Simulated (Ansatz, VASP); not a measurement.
**One calculation of Cd16TeSe15, two programs**

```
CELL_PARAMETERS angstrom
8.60000 0.00000 0.00000
-4.30000 7.44782 0.00000
0.00000 0.00000 14.04000
ATOMIC_POSITIONS crystal
Cd 0.16667 0.33333 0.98952
Cd 0.16667 0.33333 0.50126
Cd 0.16778 0.83389 0.00255
Cd 0.16440 0.83220 0.50399
Cd 0.66611 0.33222 0.00255
Cd 0.66780 0.33560 0.50399
Cd 0.66611 0.83389 0.00255
Cd 0.66780 0.83220 0.50399
Cd 0.33924 0.16076 0.25667
Cd 0.33382 0.16618 0.74985
Cd 0.33924 0.67848 0.25667
Cd 0.33382 0.66765 0.74985
Cd 0.82152 0.16076 0.25667
Cd 0.83235 0.16618 0.74985
Cd 0.83333 0.66667 0.25248
Cd 0.83333 0.66667 0.75559
Te 0.16667 0.33333 0.18691
Se 0.16667 0.33333 0.68925
Se 0.16604 0.83302 0.19005
Se 0.16410 0.83205 0.69077
Se 0.66698 0.33396 0.19005
Se 0.66795 0.33590 0.69077
Se 0.66698 0.83302 0.19005
Se 0.66795 0.83205 0.69077
Se 0.33446 0.16554 0.44337
Se 0.33542 0.16458 0.93696
Se 0.33446 0.66893 0.44337
Se 0.33542 0.67084 0.93696
Se 0.83107 0.16554 0.44337
Se 0.82916 0.16458 0.93696
Se 0.83333 0.66667 0.43972
Se 0.83333 0.66667 0.94262
```

Alike in both runs: functional PBE; k mesh 3 × 3 × 2; occupations fermi-dirac, width 0.01 eV; no spin polarisation.

Ansatz relaxed the structure, and its values are those at the end. VASP's run is a single point on that final structure, the one shown.

|  | VASP | Ansatz |
| --- | --- | --- |
| version | VASP 6.6.1 | Ansatz 0.2.0 |
| potentials or method | VASP PAW PBE potentials, release 64 (Cd, Te, Se) | plane-wave PAW, scalar-relativistic |
| plane-wave cutoff (eV) | 520 | 420 |
| valence electrons in the cell | 288 | 576 |

```tsv
	VASP	Ansatz	Ansatz less VASP
gap on the k mesh at the Fermi level (eV)	0.62	0.62	+0.001
pressure (GPa)	3.9	3.6	-0.33
rms of the force components (eV/Å)	0.006	0.004	-0.0018
```

With one functional, cell and mesh, what is left measures potentials, basis and numerics. VASP's potentials hold 288 valence electrons a cell and Ansatz's 576, so a difference there can come from the potentials and not from the codes. Ansatz's warnings: stress scf threshold loose.

Spin-orbit coupling is off throughout.
